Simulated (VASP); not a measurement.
# Sb in VASP: a series of runs

Runs on Sb. Level: PBE. Tasks: electric field gradients.

All numbers are computed with VASP 6.6.1; they aren't measurements. Logs are shortened: lines on timing, memory, paths and dates and some standing lists are left out, and cuts for length are marked.

## Step 1: The cell of the first run

It takes space group C2/m (No. 12, monoclinic). The conventional cell has a = 4.236 Å, b = 4.278 Å, c = 3.238 Å, α = 90.00°, β = 130.02°, γ = 90.00°. Sb (site symmetry 2/m) has 12 Sb at 3.01 to 3.28 Å within 4.0 Å.

## Step 2: Electric field gradients, PBE (equal xy, yz and zx shear strains of -1 %)

Input file INCAR:

```
SYSTEM = Sb
  ALGO = Normal
  EDIFF = 1E-8
  ENCUT = 400
  GGA = PE
  GGA_COMPAT = .FALSE.
  ISIF = 2
  ISMEAR = -1
  LASPH = .TRUE.
  LCHARG = .FALSE.
  LEFG = .TRUE.
  LREAL = .FALSE.
  LWAVE = .FALSE.
  NBANDS = 8
  NELM = 120
  PREC = Accurate
  SIGMA = 0.05
```

Input file KPOINTS:

```
k-points
0
G
  19 19 19
  0 0 0
```

Input file POSCAR:

```
Sb
1.0
   -1.5249250000      1.5001250000      2.4800000000
    1.5001250000     -1.5249250000      2.4800000000
    1.5098750000      1.5098750000     -2.4950500000
Sb
1
Direct
    0.0000000000      0.0000000000      0.0000000000
```

Potentials or basis: VASP PAW PBE potentials, release 64 (Sb).

Command:

```sh
> cat potpaw_PBE.64/Sb/POTCAR > POTCAR
> mpirun -np 1 vasp_std > vasp.out
```

OUTCAR:

```text
SYSTEM = Sb
   EDIFF = 1E-8
   ENCUT = 400
   GGA = PE
   ISIF = 2
   ISMEAR = -1
   LASPH = .TRUE.
   LREAL = .FALSE.
   NELM = 120
   PREC = Accurate

 ion  position               nearest neighbor table
   1  0.000  0.000  0.000-

  Warning from LATTYP: Got some problem with cell dimensions!
  Tried to take original basis but could not verify dimensions!
  LATTYP: Found a base centered monoclinic cell.
 ALAT       =     4.2356058616
 B/A-ratio  =     1.0100247465
 C/A-ratio  =     0.7645528026
 COS(beta)  =    -0.6431197510

  Lattice vectors:

 A1 = (  -3.0100000000,   0.0150500000,   0.0150500000)
 A2 = (   0.0150500000,  -3.0100000000,   0.0150500000)
 A3 = (   1.4850750000,   1.4850750000,   2.4649500000)

Analysis of symmetry for initial positions (statically):
=====================================================================
 Subroutine PRICEL returns:
 Original cell was already a primitive cell.

 Routine SETGRP: Setting up the symmetry group for a
 base centered monoclinic supercell.

 Subroutine GETGRP returns: Found  4 space group operations
 (whereof  4 operations were pure point group operations)
 out of a pool of  4 trial point group operations.

The static configuration has the point symmetry C_2h.

Analysis of symmetry for dynamics (positions and initial velocities):
=====================================================================
 Subroutine PRICEL returns:
 Original cell was already a primitive cell.

 Routine SETGRP: Setting up the symmetry group for a
 base centered monoclinic supercell.

 Subroutine GETGRP returns: Found  4 space group operations
 (whereof  4 operations were pure point group operations)
 out of a pool of  4 trial point group operations.

The dynamic configuration has the point symmetry C_2h.

 Subroutine INISYM returns: Found  4 space group operations
 (whereof  4 operations are pure point group operations),
 and found     1 'primitive' translations

----------------------------------------------------------------------------------------

                                     Primitive cell

  volume of cell :      22.4674

  direct lattice vectors                    reciprocal lattice vectors
    -1.524925000  1.500125000  2.480000000     0.002682742  0.333255790  0.203292596
[... 123 lines left out ...]

 Free energy of the ion-electron system (eV)
  ---------------------------------------------------
  ext. energy  EPLUGINS =         0.00000000
  ---------------------------------------------------
  free energy    TOTEN  =        -3.58702362 eV

  energy without entropy =       -3.58235702  energy(sigma->0) =       -3.58469032

 E-fermi :  11.1482     XC(G=0): -11.0393

 val. band max:       11.1436624662   @ k =  -0.3158   0.2632   0.4737
 cond. band min:      11.1485887373   @ k =  -0.0526   0.3158   0.3684
 fundamental gap:      0.0049262711
 Fermi energy:        11.1481959541

 k-point     1 :       0.0000    0.0000    0.0000
  band No.  band energies     occupation
      1      -3.4163      2.00000
      2      17.5533      0.00000
      3      17.8867      0.00000
      4      17.9195      0.00000
      5      21.1808      0.00000
      6      21.5518      0.00000
      7      22.2016      0.00000
      8      22.2919      0.00000
[... 243 lines left out ...]
 k-point    24 :      -0.2632    0.0526    0.0000
  band No.  band energies     occupation
      1      -1.8895      2.00000
      2      10.5890      1.99997
      3      14.8456      0.00000
      4      17.1187      0.00000
      5      19.3834      0.00000
      6      21.4607      0.00000
      7      22.8541      0.00000
      8      23.8489      0.00000

 [... further k-points ...]

------------------------ aborting loop because EDIFF is reached ----------------------------------------

  FORCE on cell =-STRESS in cart. coord.  units (eV):
  Direction    XX          YY          ZZ          XY          YZ          ZX
  --------------------------------------------------------------------------------------
  -------------------------------------------------------------------------------------
  Total        2.7917474      2.7917474      2.5058906     -0.0187986      0.0212606      0.0212606
  in kB      199.0832476    199.0832476    178.6984141     -1.3405520      1.5161235      1.5161233
  external PRESSURE =     192.2883031 kB  Pullay stress =       0.0000000 kB

 VOLUME and BASIS-vectors are now :
 -----------------------------------------------------------------------------
  energy-cutoff  :      400.00
  volume of cell :       22.47
      direct lattice vectors                 reciprocal lattice vectors
    -1.524925000  1.500125000  2.480000000     0.002682742  0.333255790  0.203292596
     1.500125000 -1.524925000  2.480000000     0.333255790  0.002682742  0.203292596
     1.509875000  1.509875000 -2.495050000     0.333912170  0.333912170  0.003339122

 POSITION                                       TOTAL-FORCE (eV/Angst)
 -----------------------------------------------------------------------------------
      0.00000      0.00000      0.00000         0.000000      0.000000      0.000000
 -----------------------------------------------------------------------------------
    total drift:                                0.000000      0.000000     -0.000000

  FREE ENERGIE OF THE ION-ELECTRON SYSTEM (eV)
  ---------------------------------------------------
  free  energy   TOTEN  =        -3.5870236193 eV

  energy  without entropy=       -3.5823570155  energy(sigma->0) =       -3.58469032

 Electric field gradients (V/A^2)
---------------------------------------------------------------------
 ion       V_xx      V_yy      V_zz      V_xy      V_xz      V_yz
---------------------------------------------------------------------
   1     -18.327   -18.327    36.654    -1.504     2.680     2.680
---------------------------------------------------------------------

 Electric field gradients after diagonalization (V/A^2)
 (convention: |V_zz| > |V_xx| > |V_yy|)
----------------------------------------------------------------------
 ion       V_xx      V_yy      V_zz     asymmetry (V_yy - V_xx)/ V_zz
----------------------------------------------------------------------
   1     -20.085   -16.823    36.908       0.088
----------------------------------------------------------------------

           NMR quadrupolar parameters

 Cq : quadrupolar parameter    Cq=e*Q*V_zz/h
 eta: asymmetry parameters     (V_yy - V_xx)/ V_zz
 Q  : nuclear electric quadrupole moment in mb (millibarn)
----------------------------------------------------------------------
 ion       Cq(MHz)       eta       Q (mb)
----------------------------------------------------------------------
   1       0.089       0.088       1.000
----------------------------------------------------------------------
```

OSZICAR:

```text
N       E                     dE             d eps       ncg     rms          rms(c)
DAV:   1     0.373217574270E+01    0.37322E+01   -0.14655E+03 30088   0.325E+02
DAV:   2    -0.352516669828E+01   -0.72573E+01   -0.69329E+01 40040   0.482E+01
DAV:   3    -0.359381809104E+01   -0.68651E-01   -0.68451E-01 35736   0.523E+00
DAV:   4    -0.359398140308E+01   -0.16331E-03   -0.16331E-03 44440   0.296E-01
DAV:   5    -0.359398168359E+01   -0.28051E-06   -0.27981E-06 37104   0.757E-03    0.248E+00
DAV:   6    -0.358962767873E+01    0.43540E-02   -0.77591E-04 39752   0.157E-01    0.146E+00
DAV:   7    -0.358702772111E+01    0.26000E-02   -0.18352E-03 34024   0.236E-01    0.394E-02
DAV:   8    -0.358702371691E+01    0.40042E-05   -0.49172E-05 43552   0.504E-02    0.640E-03
DAV:   9    -0.358702396994E+01   -0.25304E-06   -0.75565E-07 38864   0.631E-03    0.278E-03
DAV:  10    -0.358702367930E+01    0.29065E-06   -0.64205E-08 40336   0.136E-03    0.332E-04
DAV:  11    -0.358702364282E+01    0.36481E-07   -0.26097E-09 27976   0.342E-04    0.101E-04
DAV:  12    -0.358702362189E+01    0.20929E-07   -0.21176E-10 17552   0.104E-04    0.166E-05
DAV:  13    -0.358702361933E+01    0.25582E-08   -0.22648E-11 15800   0.368E-05
   1 F= -.35870236E+01 E0= -.35846903E+01  d E =-.466660E-02
```

It took 2.8 min on 1 thread of Oxide Virtual Turin-like, shared host; peak memory 0.29 GiB.

Results:

| Item | Value |
| --- | --- |
| Free energy | -3.5870 eV |
| Pressure | 19.2 GPa |
| Band gap on the k mesh | zero (an odd number of electrons rules out a gap without spin polarisation) |
| Largest electric field gradient by atom | Sb +36.9 V/Å² |

Electric field gradients, principal values (V/Å²):
| atom | least | middle | greatest (by size) |
| --- | --- | --- | --- |
| 1 Sb | -16.823 | -20.085 | 36.908 |

Caveat: the cell differs from its parent crystal (equal xy, yz and zx shear strains of -1 %); the cell stands under pressure; without QUAD_EFG the Cq values of the log hold for a quadrupole moment of 1 mb, not for the nuclei; spin-orbit coupling is left out, which moves the levels of the heavy elements; an odd number of electrons without spin polarisation forces a metal; a magnetic or distorted state may lie lower.

## Step 3: Electric field gradients, PBE (z stretched by -2 % at fixed volume)

Input file INCAR:

```
  PREC = Accurate
  ENCUT = 520
  EDIFF = 1E-8
  ISMEAR = -1
  SIGMA = 0.05
  LREAL = False
  LASPH = True
  NELM = 80
  ALGO = Normal
  ISIF = 2
  LWAVE = False
  LCHARG = False
  GGA = PE
  LEFG = True
  NBANDS = 8
```

Input file KPOINTS:

```
Automatic mesh
0
Gamma
  19 19 19
```

Input file POSCAR:

```
Sb
1.0
   -1.5202795796      1.5202795796      2.4304000000
    1.5202795796     -1.5202795796      2.4304000000
    1.5202795796      1.5202795796     -2.4304000000
Sb
1
Direct
    0.0000000000      0.0000000000      0.0000000000
```

Potentials or basis: VASP PAW PBE potentials, release 64 (Sb).

Command:

```sh
> cat potpaw_PBE.64/Sb/POTCAR > POTCAR
> mpirun -np 1 vasp_std > vasp.out
```

OUTCAR:

```text
PREC = Accurate
   ENCUT = 520
   EDIFF = 1E-8
   ISMEAR = -1
   LREAL = False
   LASPH = True
   NELM = 80
   ISIF = 2
   GGA = PE

 ion  position               nearest neighbor table
   1  0.000  0.000  0.000-

  LATTYP: Found a body centered tetragonal cell.
 ALAT       =     3.0405591592
 C/A-ratio  =     1.5986533218

  Lattice vectors:

 A1 = (  -1.5202795796,   1.5202795796,   2.4304000000)
 A2 = (   1.5202795796,  -1.5202795796,   2.4304000000)
 A3 = (   1.5202795796,   1.5202795796,  -2.4304000000)

Analysis of symmetry for initial positions (statically):
=====================================================================
 Subroutine PRICEL returns:
 Original cell was already a primitive cell.

 Routine SETGRP: Setting up the symmetry group for a
 body centered tetragonal supercell.

 Subroutine GETGRP returns: Found 16 space group operations
 (whereof 16 operations were pure point group operations)
 out of a pool of 16 trial point group operations.

The static configuration has the point symmetry D_4h.

Analysis of symmetry for dynamics (positions and initial velocities):
=====================================================================
 Subroutine PRICEL returns:
 Original cell was already a primitive cell.

 Routine SETGRP: Setting up the symmetry group for a
 body centered tetragonal supercell.

 Subroutine GETGRP returns: Found 16 space group operations
 (whereof 16 operations were pure point group operations)
 out of a pool of 16 trial point group operations.

[... 152 lines left out ...]
 k-point     1 :       0.0000    0.0000    0.0000
  band No.  band energies     occupation
      1      -3.4109      2.00000
      2      17.7744      0.00000
      3      17.8540      0.00000
      4      17.8540      0.00000
      5      21.2672      0.00000
      6      21.4376      0.00000
      7      22.0861      0.00000
      8      22.0861      0.00000
[... 243 lines left out ...]
 k-point    24 :      -0.2632    0.0526    0.0000
  band No.  band energies     occupation
      1      -1.9040      2.00000
      2      10.4666      2.00000
      3      15.1704      0.00000
      4      17.0537      0.00000
      5      19.8238      0.00000
      6      21.4708      0.00000
      7      22.6687      0.00000
      8      23.6245      0.00000

 [... further k-points ...]

------------------------ aborting loop because EDIFF is reached ----------------------------------------

  FORCE on cell =-STRESS in cart. coord.  units (eV):
  Direction    XX          YY          ZZ          XY          YZ          ZX
  --------------------------------------------------------------------------------------
  -------------------------------------------------------------------------------------
  Total        2.6584874      2.6584874      2.6472581      0.0000000     -0.0000000      0.0000000
  in kB      189.5660327    189.5660327    188.7653118      0.0000000     -0.0000000      0.0000000
  external PRESSURE =     189.2991257 kB  Pullay stress =       0.0000000 kB

 VOLUME and BASIS-vectors are now :
 -----------------------------------------------------------------------------
  energy-cutoff  :      520.00
  volume of cell :       22.47
      direct lattice vectors                 reciprocal lattice vectors
    -1.520279580  1.520279580  2.430400000     0.000000000  0.328886875  0.205727452
     1.520279580 -1.520279580  2.430400000     0.328886875  0.000000000  0.205727452
     1.520279580  1.520279580 -2.430400000     0.328886875  0.328886875  0.000000000

 POSITION                                       TOTAL-FORCE (eV/Angst)
 -----------------------------------------------------------------------------------
      0.00000      0.00000      0.00000        -0.000000     -0.000000     -0.000000
 -----------------------------------------------------------------------------------
    total drift:                               -0.000000      0.000000      0.000000

  FREE ENERGIE OF THE ION-ELECTRON SYSTEM (eV)
  ---------------------------------------------------
  free  energy   TOTEN  =        -3.5908079180 eV

  energy  without entropy=       -3.5865390525  energy(sigma->0) =       -3.58867349

 Electric field gradients (V/A^2)
---------------------------------------------------------------------
 ion       V_xx      V_yy      V_zz      V_xy      V_xz      V_yz
---------------------------------------------------------------------
   1     -14.059   -14.059    28.119    -0.000    -0.000    -0.000
---------------------------------------------------------------------

 Electric field gradients after diagonalization (V/A^2)
 (convention: |V_zz| > |V_xx| > |V_yy|)
----------------------------------------------------------------------
 ion       V_xx      V_yy      V_zz     asymmetry (V_yy - V_xx)/ V_zz
----------------------------------------------------------------------
   1     -14.059   -14.059    28.119       0.000
----------------------------------------------------------------------

           NMR quadrupolar parameters

 Cq : quadrupolar parameter    Cq=e*Q*V_zz/h
 eta: asymmetry parameters     (V_yy - V_xx)/ V_zz
 Q  : nuclear electric quadrupole moment in mb (millibarn)
----------------------------------------------------------------------
 ion       Cq(MHz)       eta       Q (mb)
----------------------------------------------------------------------
   1       0.068       0.000       1.000
----------------------------------------------------------------------
```

OSZICAR:

```text
N       E                     dE             d eps       ncg     rms          rms(c)
DAV:   1     0.557733467647E+01    0.55773E+01   -0.17574E+03  8960   0.420E+02
DAV:   2    -0.350730701792E+01   -0.90846E+01   -0.87100E+01 12336   0.549E+01
DAV:   3    -0.359745515021E+01   -0.90148E-01   -0.89967E-01 10872   0.610E+00
DAV:   4    -0.359767735221E+01   -0.22220E-03   -0.22220E-03 13728   0.360E-01
DAV:   5    -0.359767770347E+01   -0.35126E-06   -0.34976E-06 11368   0.886E-03    0.244E+00
DAV:   6    -0.359338957671E+01    0.42881E-02   -0.72628E-04 12376   0.155E-01    0.144E+00
DAV:   7    -0.359081120030E+01    0.25784E-02   -0.17455E-03 10152   0.235E-01    0.394E-02
DAV:   8    -0.359080812599E+01    0.30743E-05   -0.40827E-05 13768   0.476E-02    0.593E-03
DAV:   9    -0.359080818165E+01   -0.55657E-07   -0.64302E-07 11632   0.584E-03    0.191E-03
DAV:  10    -0.359080799333E+01    0.18832E-06   -0.46259E-08 12464   0.115E-03    0.315E-04
DAV:  11    -0.359080793847E+01    0.54854E-07   -0.20509E-09  7744   0.304E-04    0.787E-05
DAV:  12    -0.359080792214E+01    0.16330E-07   -0.18192E-10  5448   0.985E-05    0.190E-05
DAV:  13    -0.359080791803E+01    0.41160E-08   -0.26042E-11  4936   0.387E-05
   1 F= -.35908079E+01 E0= -.35886735E+01  d E =-.426887E-02
```

stdout:

```text
POSCAR found type information on POSCAR Sb
 POSCAR found :  1 types and       1 ions
 scaLAPACK will be used
 LDA part: xc-table for (Slater+PW92), standard interpolation
 POSCAR, INCAR and KPOINTS ok, starting setup
 FFT: planning ... GRIDC
 FFT: planning ... GRID_SOFT
 FFT: planning ... GRID
 WAVECAR not read
 entering main loop
ion   1
```

Run time: 92 s. Hardware: 1 thread of Oxide Virtual Turin-like, shared host; peak memory 0.18 GiB.

Results:

| Property | Result |
| --- | --- |
| Free energy | -3.5908 eV |
| Pressure | 18.9 GPa |
| Band gap on the k mesh | zero (an odd number of electrons rules out a gap without spin polarisation) |
| Largest electric field gradient by atom | Sb +28.1 V/Å² |

Electric field gradients, principal values (V/Å²):
| atom | least | middle | greatest (by size) |
| --- | --- | --- | --- |
| 1 Sb | -14.059 | -14.059 | 28.119 |

Caveat: the cell stands under pressure; without QUAD_EFG the Cq values of the log hold for a quadrupole moment of 1 mb, not for the nuclei; spin-orbit coupling is left out, which moves the levels of the heavy elements; an odd number of electrons without spin polarisation forces a metal; a magnetic or distorted state may lie lower.
